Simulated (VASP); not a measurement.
Input of a VASP 6.6.1 run:

INCAR

```
SYSTEM = BaTiO3
PREC = Accurate ; ENCUT = 910
EDIFF = 1E-6 ; ISMEAR = 0
SIGMA = 0.01 ; LREAL = .FALSE.
LASPH = .TRUE. ; NELM = 200
ALGO = Normal ; ISIF = 2
LWAVE = .FALSE. ; LCHARG = .FALSE.
LMAXMIX = 4 ; LDAU = .TRUE.
LDAUTYPE = 2 ; LDAUL = -1 2 -1
LDAUU = 0 2 0 ; LDAUJ = 0 0 0
LDAUPRINT = 1 ; GGA = CA
NBANDS = 28 ; GGA_COMPAT = .FALSE.
```

Contents of KPOINTS:

```
Automatic mesh
0
G
  5 5 5
  0 0 0
```

Contents of POSCAR:

```
BaTiO3
1.0
    3.9855000000      0.0000000000      0.0000000000
    0.0000000000      2.8369000000      2.8451500000
    0.0000000000     -2.8369000000      2.8451500000
Ba Ti O
1 1 3
Direct
    0.0000000000      0.0000000000      0.0000000000
    0.5000000000      0.5124000000      0.5124000000
    0.0000000000      0.4874000000      0.4874000000
    0.5000000000      0.5052400000      0.9918400000
    0.5000000000      0.9918400000      0.5052400000
```

Potentials or basis: VASP PAW LDA potentials, release 64 (Ba_sv, Ti_sv, O_h).

Launch:

```sh
$ cat potpaw_LDA.64/Ba_sv/POTCAR potpaw_LDA.64/Ti_sv/POTCAR potpaw_LDA.64/O_h/POTCAR > POTCAR
$ mpirun -np 1 vasp_std > vasp.out
```

(1) What does it give for the pressure?

(2) What does it give for the band gap on the k mesh?

## Answers

(1) -5.3 GPa.

(2) 2.11 eV (least direct gap 2.19 eV).

Caveat: the cutoff is under 1.25 times the usual one of these potentials, so pressure, stress and relaxed cells hold a basis-set (Pulay) error; the cell stands under tension; spin-orbit coupling is left out, which moves the levels of the heavy elements; an odd mesh through Γ misses points on the zone boundary, where band edges can lie.
